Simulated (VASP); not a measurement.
The system is GaAs.

```
Ga As
1.0
     0.00000    2.93139    2.93139
     2.93139    0.00000    2.93139
     2.93139    2.93139    0.00000
Ga As
1 1
Direct
  0.00000 0.00000 0.00000
  0.25000 0.25000 0.25000
```

This cell differs from its parent crystal: strain +3.5%.

Base run:

```yaml
Program: VASP 6.6.1
Functional: r2SCAN
Potentials_or_basis: VASP PAW PBE potentials, release 64 (Ga_d, As)
Cutoff: 520 eV
k_mesh: 8 × 8 × 8
Occupations: fermi-dirac, width 0.02 eV
Spin: no spin polarisation
```

Its results: band gap on the k mesh 0.15 eV; pressure -5.8 GPa.

The run is repeated on the same cell with these changes: functional from r2SCAN to PBE. What comes out?

Band gap on the k mesh zero (filled and empty bands touch); pressure -3.0 GPa.

Caveats: the cell stands under tension; the PAW data sets were made with another functional, which shifts forces and pressure a little (at least some runs); semilocal functionals underestimate gaps, so a narrow gap can read as zero (at least some runs).

